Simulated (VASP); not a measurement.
Input of a VASP 6.6.1 run:

File INCAR:

```
PREC = Accurate ; ENCUT = 520
EDIFF = 1E-6 ; ISMEAR = 0
SIGMA = 0.1 ; LREAL = Auto
LASPH = T ; NELM = 80
ALGO = Normal ; ISIF = 2
LWAVE = F ; LCHARG = T
GGA = PE ; LELF = T
LVHAR = T ; ISYM = 0
NBANDS = 53
```

File KPOINTS:

```
Automatic mesh
0
Gamma
  2 2 2
  0.5 0.5 0.5
```

File POSCAR:

```
Al13V3
1.0
   -3.9623753342      3.9632679253     -3.9594855682
    3.9582474631      3.9671311704      3.9674766844
    3.9705617190     -3.9712590415     -3.9756630692
Al V
13 3
Direct
    0.2550802729      0.0145880963      0.7450943607
    0.0040175604      0.2509527199      0.7523879590
    0.4843846373      0.9910723841      0.4925333665
    0.7347006406      0.4940050506      0.7559104215
    0.4981242872      0.7450821550      0.7484341242
    1.0104769588      0.4936839479      0.4898449784
    0.7580341364      0.9909607939      0.2504839133
    0.4983050566      0.2510439018      0.2505173744
    0.7346758524      0.7381866930      0.4794792237
    1.0109762872      1.0145339067      1.0213902482
    0.0001648217      0.7489619108      0.2505032385
    0.7581520027      0.2648716282      0.0084196460
    0.2547339624      0.7382267361      1.0105534221
    0.2557707571      0.2600638873      0.5059551491
    0.2555537756      0.4934297220      0.2503448439
    0.4890932289      0.4934737405     -0.0050446846
```

Potentials or basis: VASP PAW PBE potentials, release 64 (Al, V_sv).

Run with:

```bash
$ cat potpaw_PBE.64/Al/POTCAR potpaw_PBE.64/V_sv/POTCAR > POTCAR
$ mpirun -np 1 vasp_std > vasp.out
```

(1) Estimate the largest force.

(2) What does it give for the pressure?

## Answers

(1) 0.017 eV/Å.

(2) 0.0 GPa.

Caveat: the k points lie up to 0.56 Å⁻¹ apart.
